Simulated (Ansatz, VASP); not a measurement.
# One calculation of Bi, two programs

File INCAR:

```
SYSTEM = Bi
PREC = Accurate ; ENCUT = 520
EDIFF = 1E-6 ; ISMEAR = -1
SIGMA = 0.1 ; LREAL = .FALSE.
LASPH = .TRUE. ; NELM = 80
ALGO = Normal ; ISIF = 2
LWAVE = .FALSE. ; LCHARG = .TRUE.
GGA = B5 ; ALDAX = 1.0
AGGAX = 1.0 ; AGGAC = 1.0
ALDAC = 0.0 ; LELF = .TRUE.
LVHAR = .TRUE. ; NBANDS = 14
```

Contents of KPOINTS:

```
Automatic mesh
0
G
  11 11 11
  0 0 0
```

File POSCAR:

```
Bi
1.0
    3.3583730575      0.0000000000      0.0000000000
    0.0000000000      3.3583730575      0.0000000000
    0.0000000000      0.0000000000      3.3583730575
Bi
1
Direct
    0.0000000000      0.0000000000      0.0000000000
```

Input for Ansatz:

```yaml
crystal:
  lattice:
    - [3.3583730575, 0.0, 0.0]
    - [0.0, 3.3583730575, 0.0]
    - [0.0, 0.0, 3.3583730575]
  atoms:
    - { symbol: Bi, position: [0.0, 0.0, 0.0] }
hamiltonian:
  xc: blyp
  pseudopotentials:
    kind: paw
    azcp:
      Bi: "pseudopotentials/Bi.paw.azcp"
basis:
  ecutwfc: 420
  fft_grid_basis: typed
kpoints:
  mp_grid: { grid: [11, 11, 11], shift: [0, 0, 0] }
magnetization:
  spin_polarized: false
scf:
  occupations: { method: fermi_dirac, width: 0.1 }
  lower_state_search: "off"
output:
  stress: true
  write_density: true
  write_potential: true
  elf: true
  volumetric_format: npy
```

Alike in both runs: task single point; functional BLYP; k mesh 11 × 11 × 11; occupations fermi-dirac, width 0.1 eV; no spin polarisation.

|  | VASP | Ansatz |
| --- | --- | --- |
| version | VASP 6.6.1 | Ansatz 0.2.0 |
| potentials or method | VASP PAW PBE potentials, release 64 (Bi_d), cutoff 520 eV | plane waves (420 eV) with PAW, scalar-relativistic |
| valence electrons in the cell | 15 | 15 |

|  | VASP | Ansatz | Ansatz less VASP |
| --- | --- | --- | --- |
| pressure (GPa) | 0.2 | 0.1 | -0.14 |

VASP's potentials were made for PBE, not for BLYP. With one functional, cell and mesh, what is left measures potentials, basis and numerics.

Spin-orbit coupling is off throughout.
